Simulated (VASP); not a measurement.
# Si16O (a cell with a defect) in VASP: single point with r2SCAN

Aim: the single point of Si16O (a cell with a defect) with r2SCAN.

Everything below comes from runs of VASP 6.6.1. Logs are shortened: lines on timing, memory, paths and dates and some standing lists are left out, and cuts for length are marked.

### 1 The cell of the first run

The cell holds a defect, 17 atoms: a = 7.699 Å, b = 7.699 Å, c = 7.699 Å, α = 60.00°, β = 60.00°, γ = 60.00°.

### 2 Single point, r2SCAN

Input file POSCAR:

```
Si16O
1.0
    0.0000000000      5.4437023800     -5.4437023800
    5.4437023800      5.4437023800      0.0000000000
    5.4437023800      0.0000000000     -5.4437023800
Si O
16 1
Direct
    0.1279074335      0.1254004999      0.1247077729
    0.1149019466      0.6239461240      0.1218683451
    0.6116917803      0.0852897472      0.1308133602
    0.6101551422      0.6019168153      0.1197675689
    0.1390193562      0.1239562623      0.6256853814
    0.1228205463      0.6271739823      0.6252921748
    0.6338076109      0.1303282124      0.6594585356
    0.6268951279      0.6275301737      0.6202856557
    0.2359835109      0.7492167491      0.2510945501
    0.2467846157      0.2502359433      0.2494873719
    0.7413299292      0.7155562939      0.2448037029
    0.7630449297      0.2442689565      0.2897009039
    0.2521948123      0.7497640788      0.7477944634
    0.2602025058      0.2530689417      0.7509662936
    0.7481047301      0.7548712647      0.7474735421
    0.7649065304      0.2552904996      0.7732648125
   -0.3132529813      0.0712259732      0.3044492304
```

Input file INCAR.step1:

```
SYSTEM = Si16O
PREC = Accurate ; ENCUT = 520
ISMEAR = 0 ; SIGMA = 0.02
LREAL = Auto ; LASPH = .TRUE.
NELM = 80 ; NBANDS = 49
GGA = PE ; ALGO = Normal
EDIFF = 1E-4 ; LWAVE = .TRUE.
LCHARG = .FALSE.
```

Input file INCAR.step2:

```
SYSTEM = Si16O
PREC = Accurate ; ENCUT = 520
EDIFF = 1E-6 ; ISMEAR = 0
SIGMA = 0.02 ; LREAL = Auto
LASPH = .TRUE. ; NELM = 80
ALGO = Normal ; ISIF = 2
LWAVE = .FALSE. ; LCHARG = .FALSE.
METAGGA = R2SCAN ; LMIXTAU = .TRUE.
NBANDS = 49 ; ISTART = 1
```

Input file KPOINTS:

```
Automatic mesh
0
G
  2 2 2
  0 0 0
```

Potentials or basis: VASP PAW PBE potentials, release 64 (Si, O).

Started as:

```sh
$ cat potpaw_PBE.64/Si/POTCAR potpaw_PBE.64/O/POTCAR > POTCAR
$ cp INCAR.step1 INCAR
$ mpirun -np 1 vasp_std > vasp.out
$ cp INCAR.step2 INCAR
$ mpirun -np 1 vasp_std > vasp.out
```

OUTCAR:

```text
SYSTEM = Si16O
   PREC = Accurate
   ENCUT = 520
   EDIFF = 1E-6
   ISMEAR = 0
   LREAL = Auto
   LASPH = .TRUE.
   NELM = 80
   ISIF = 2
   METAGGA = R2SCAN
   ISTART = 1

 ion  position               nearest neighbor table
   1  0.128  0.125  0.125-  12 2.32  10 2.32  14 2.35   9 2.37
   2  0.115  0.624  0.122-  10 2.35  13 2.35   9 2.36  11 2.36
   3  0.612  0.085  0.131-  17 1.64  10 2.32  16 2.32  11 2.32  12 2.95
   4  0.610  0.602  0.120-  12 2.32  11 2.33  15 2.36   9 2.36
   5  0.139  0.124  0.626-  13 2.35  16 2.36  14 2.36  10 2.37
   6  0.123  0.627  0.625-  14 2.35  13 2.35   9 2.35  15 2.36
   7  0.634  0.130  0.659-  12 2.33  16 2.33  14 2.36  15 2.38
   8  0.627  0.628  0.620-  13 2.36  16 2.36  15 2.36  11 2.38
   9  0.236  0.749  0.251-   6 2.35   4 2.36   2 2.36   1 2.37
  10  0.247  0.250  0.249-   3 2.32   1 2.32   2 2.35   5 2.37
  11  0.741  0.716  0.245-   3 2.32   4 2.33   2 2.36   8 2.38
  12  0.763  0.244  0.290-  17 1.64   1 2.32   4 2.32   7 2.33   3 2.95
  13  0.252  0.750  0.748-   2 2.35   6 2.35   5 2.35   8 2.36
  14  0.260  0.253  0.751-   1 2.35   6 2.35   5 2.36   7 2.36
  15  0.748  0.755  0.747-   6 2.36   4 2.36   8 2.36   7 2.38
  16  0.765  0.255  0.773-   3 2.32   7 2.33   8 2.36   5 2.36
  17  0.687  0.071  0.304-  12 1.64   3 1.64

  LATTYP: Found a face centered cubic cell.
 ALAT       =    10.8874047600

  Lattice vectors:

 A1 = (   0.0000000000,   5.4437023800,  -5.4437023800)
 A2 = (   5.4437023800,   5.4437023800,   0.0000000000)
 A3 = (   5.4437023800,   0.0000000000,  -5.4437023800)

Analysis of symmetry for initial positions (statically):
=====================================================================
 Subroutine PRICEL returns:
 Original cell was already a primitive cell.

 Routine SETGRP: Setting up the symmetry group for a
 face centered cubic supercell.

 Subroutine GETGRP returns: Found  1 space group operations
 (whereof  1 operations were pure point group operations)
 out of a pool of 48 trial point group operations.

The static configuration has the point symmetry C_1 .

Analysis of symmetry for dynamics (positions and initial velocities):
=====================================================================
 Subroutine PRICEL returns:
 Original cell was already a primitive cell.

 Routine SETGRP: Setting up the symmetry group for a
 face centered cubic supercell.

 Subroutine GETGRP returns: Found  1 space group operations
 (whereof  1 operations were pure point group operations)
 out of a pool of 48 trial point group operations.

The dynamic configuration has the point symmetry C_1 .

 Subroutine INISYM returns: Found  1 space group operations
 (whereof  1 operations are pure point group operations),
 and found     1 'primitive' translations

----------------------------------------------------------------------------------------

                                     Primitive cell

  volume of cell :     322.6362

  direct lattice vectors                    reciprocal lattice vectors
     0.000000000  5.443702380 -5.443702380    -0.091849254  0.091849254 -0.091849254
     5.443702380  5.443702380  0.000000000     0.091849254  0.091849254  0.091849254
     5.443702380  0.000000000 -5.443702380     0.091849254 -0.091849254 -0.091849254

  length of vectors
     7.698557735  7.698557735  7.698557735     0.159087574  0.159087574  0.159087574

  position of ions in fractional coordinates (direct lattice)
     0.127907433  0.125400500  0.124707773
     0.114901947  0.623946124  0.121868345
     0.611691780  0.085289747  0.130813360
     0.610155142  0.601916815  0.119767569
     0.139019356  0.123956262  0.625685381
     0.122820546  0.627173982  0.625292175
[... 9 lines left out ...]
     0.764906530  0.255290500  0.773264813
     0.686747019  0.071225973  0.304449230

  ion indices of the primitive-cell ions
   primitive index   ion index
                 1           1
                 2           2
                 3           3
                 4           4
                 5           5
                 6           6
[... 9 lines left out ...]
                16          16
                17          17

----------------------------------------------------------------------------------------

 KPOINTS: Automatic mesh

Automatic generation of k-mesh.
 Grid dimensions read from file:
 generate k-points for:    2    2    2

 Generating k-lattice:

  Cartesian coordinates                     Fractional coordinates (reciprocal lattice)
    -0.045924627  0.045924627 -0.045924627     0.500000000  0.000000000  0.000000000
     0.045924627  0.045924627  0.045924627     0.000000000  0.500000000  0.000000000
     0.045924627 -0.045924627 -0.045924627     0.000000000  0.000000000  0.500000000

  Length of vectors
     0.079543787  0.079543787  0.079543787

  Shift w.r.t. Gamma in fractional coordinates (k-lattice)
     0.000000000  0.000000000  0.000000000

 Subroutine IBZKPT returns following result:
 ===========================================

 Found      8 irreducible k-points:

 Following reciprocal coordinates:
            Coordinates               Weight
  0.000000  0.000000  0.000000      1.000000
  0.500000  0.000000  0.000000      1.000000
  0.000000  0.500000  0.000000      1.000000
  0.000000  0.000000  0.500000      1.000000
  0.500000  0.500000  0.500000      1.000000
  0.500000  0.500000  0.000000      1.000000
  0.000000  0.500000  0.500000      1.000000
  0.500000  0.000000  0.500000      1.000000
   k-points           NKPTS =      8   k-points in BZ     NKDIM =      8   number of bands    NBANDS=     49
   number of dos      NEDOS =    301   number of ions     NIONS =     17
   total plane-waves  NPLWV = 216000
   dimension x,y,z NGX =    60 NGY =   60 NGZ =   60
   dimension x,y,z NGXF=   120 NGYF=  120 NGZF=  120
   ions per type =              16   1
   NGX,Y,Z   is equivalent  to a cutoff of  12.96, 12.96, 12.96 a.u.
   NGXF,Y,Z  is equivalent  to a cutoff of  25.91, 25.91, 25.91 a.u.
 SYSTEM =  Si16O
   PREC   = accura    normal or accurate (medium, high low for compatibility)
   ISTART =      1    job   : 0-new  1-cont  2-samecut
   ICHARG =      0    charge: 1-file 2-atom 10-const
   ISPIN  =      1    spin polarized calculation?
   LNONCOLLINEAR =      F non collinear calculations
   LSORBIT =      F    spin-orbit coupling
   LASPH  =      T    aspherical Exc in radial PAW
   ENCUT  =  520.0 eV  38.22 Ry    6.18 a.u.  14.31 14.31 14.31*2*pi/ulx,y,z
   NELM   =     80;   NELMIN=  2; NELMDL=  0     # of ELM steps
   EDIFF  = 0.1E-05   stopping-criterion for ELM
   LREAL  =      T    real-space projection
   EDIFFG = 0.1E-04   stopping-criterion for IOM
   NSW    =      0    number of steps for IOM
   IBRION =     -1    ionic relax: 0-MD 1-quasi-New 2-CG
   NFREE  =      0    steps in history (QN), initial steepest desc. (CG)
   ISIF   =      2    stress and relaxation
   ISYM   =      2    0-nonsym 1-usesym 2-fastsym
   POTIM  = 0.5000    time-step for ionic-motion
   TEBEG  =    0.0;   TEEND  =   0.0 temperature during run
   PSTRESS=    0.0 pullay stress
   NELECT =      70.0000    total number of electrons
   NUPDOWN=      -1.0000    fix difference up-down
   EMIN   =  10.00;   EMAX   =-10.00  energy-range for DOS
   EFERMI =   0.00;   METHOD = LEGACY
   ISMEAR =     0;   SIGMA  =   0.02  broadening in eV -4-tet -1-fermi 0-gaus
   EFERMI_NEDOS =   21; number of points for ismear=-14 and -15
   IALGO  =     38    algorithm
   IMIX   =      4    mixing-type and parameters
     AMIX     =   0.40;   BMIX     =  1.00
     AMIX_MAG =   1.60;   BMIX_MAG =  1.00
  volume/ion in A,a.u.               =      18.98       128.07
  Fermi-wavevector in a.u.,A,eV,Ry     =   0.983716  1.858954 13.166324  0.967697
  Thomas-Fermi vector in A             =   2.114895
   LORBIT       =      0    0 simple, 1 ext, 2 COOP (PROOUT), +10 PAW based schemes
   METAGGA = R2SCAN    functional components
   LHFCALC =     F    Hartree Fock is set to
   AEXX    =    0.0000 exact exchange contribution
   IVDW    =     0    specifies the selected vdW correction
   LEPSILON=     F    determine dielectric tensor
   LRPA    =     F    only Hartree local field effects (RPA)
 non-spin polarized calculation
 Gauss-broadening in eV      SIGMA  =   0.02
  energy-cutoff  :      520.00
  volume of cell :      322.64
 maximum number of plane-waves:      8694
 NGX is ok and might be reduce to    60
   NGX = 29   NGY = 29   NGZ = 29

 number of electron      70.0000003 magnetization

 Free energy of the ion-electron system (eV)
  ---------------------------------------------------
  ext. energy  EPLUGINS =         0.00000000
  ---------------------------------------------------
  free energy    TOTEN  =      -147.66558219 eV

  energy without entropy =     -147.66558219  energy(sigma->0) =     -147.66558219

 E-fermi :   5.8150     XC(G=0):  -9.9398

 val. band max:        5.7114800084   @ k =   0.0000   0.0000   0.0000
 cond. band min:       6.4078868925   @ k =   0.0000   0.0000   0.0000
 fundamental gap:      0.6964068841
 Fermi energy:         5.8149736647

 k-point     1 :       0.0000    0.0000    0.0000
  band No.  band energies     occupation
      1     -16.0002      2.00000
      2      -6.4924      2.00000
      3      -5.0517      2.00000
      4      -4.2774      2.00000
      5      -4.2532      2.00000
      6      -3.8844      2.00000
[... 39 lines left out ...]
     46       8.7104      0.00000
     47       8.7381      0.00000

 k-point     2 :       0.5000    0.0000    0.0000
  band No.  band energies     occupation
      1     -15.9999      2.00000
      2      -5.8874      2.00000
      3      -5.5430      2.00000
      4      -4.9914      2.00000
      5      -3.9612      2.00000
      6      -3.8382      2.00000
[... 292 lines left out ...]
 k-point     8 :       0.5000    0.0000    0.5000
  band No.  band energies     occupation
      1     -15.9997      2.00000
      2      -5.7915      2.00000
      3      -5.3286      2.00000
      4      -5.0037      2.00000
      5      -4.5867      2.00000
      6      -4.5586      2.00000
[... 39 lines left out ...]
     46      10.3676      0.00000
     47      10.6346      0.00000
 [bands above 47 left out]

------------------------ aborting loop because EDIFF is reached ----------------------------------------

  FORCE on cell =-STRESS in cart. coord.  units (eV):
  Direction    XX          YY          ZZ          XY          YZ          ZX
  --------------------------------------------------------------------------------------
  -------------------------------------------------------------------------------------
  Total        5.6282034      4.9463908      4.9554406      2.9436512     -3.5118471     -2.9242748
  in kB       27.9490628     24.5632534     24.6081941     14.6178604    -17.4394615    -14.5216395
  external PRESSURE =      25.7068368 kB  Pullay stress =       0.0000000 kB

 VOLUME and BASIS-vectors are now :
 -----------------------------------------------------------------------------
  energy-cutoff  :      520.00
  volume of cell :      322.64
      direct lattice vectors                 reciprocal lattice vectors
     0.000000000  5.443702380 -5.443702380    -0.091849254  0.091849254 -0.091849254
     5.443702380  5.443702380  0.000000000     0.091849254  0.091849254  0.091849254
     5.443702380  0.000000000 -5.443702380     0.091849254 -0.091849254 -0.091849254

 POSITION                                       TOTAL-FORCE (eV/Angst)
 -----------------------------------------------------------------------------------
      1.36151      1.37893     -1.37516         0.004228      0.002267     -0.001314
      4.05999      4.02207     -1.28891         0.000161     -0.001482     -0.003309
      1.17640      3.79416     -4.04198        -0.040790     -0.032702      0.057526
      3.92863      6.59816     -3.97348         0.007923      0.004916     -0.008482
      4.08083      1.43156     -4.16283         0.001023      0.002379     -0.001086
      6.81805      4.08275     -4.07250        -0.001395      0.001681     -0.001267
[... 9 lines left out ...]
      5.59915      5.55365     -8.37335        -0.008421     -0.010935      0.004340
      2.04506      4.12618     -5.39578        -0.001025     -0.017024     -0.023243
 -----------------------------------------------------------------------------------
    total drift:                               -0.001872     -0.002492      0.000143

  FREE ENERGIE OF THE ION-ELECTRON SYSTEM (eV)
  ---------------------------------------------------
  free  energy   TOTEN  =      -147.6655821924 eV

  energy  without entropy=     -147.6655821924  energy(sigma->0) =     -147.66558219
```

It took 5.7 min on 1 thread of Intel Xeon 6975P-C (Granite Rapids), shared host; peak memory 0.56 GiB.

What came out:

```yaml
Free_energy: -147.6656 eV
Pressure: 2.6 GPa
Largest_force: 0.078 eV/Å
Band_gap_on_the_k_mesh: 0.70 eV
```

Forces in eV/Å, atoms in the order of the input:
```
Si   0.004  0.002 -0.001
Si   0.000 -0.001 -0.003
Si  -0.041 -0.033  0.058
Si   0.008  0.005 -0.008
Si   0.001  0.002 -0.001
Si  -0.001  0.002 -0.001
Si  -0.005 -0.001  0.009
Si   0.003  0.002  0.000
Si  -0.002  0.000  0.000
Si  -0.007 -0.004  0.001
Si   0.003  0.009  0.003
Si   0.042  0.053 -0.034
Si   0.001 -0.002  0.002
Si   0.005 -0.004 -0.002
Si  -0.002 -0.002 -0.003
Si  -0.008 -0.011  0.004
O   -0.001 -0.017 -0.023
```

Caveat: the k points lie up to 0.50 Å⁻¹ apart; the PAW data sets were made with another functional, which shifts forces and pressure a little.
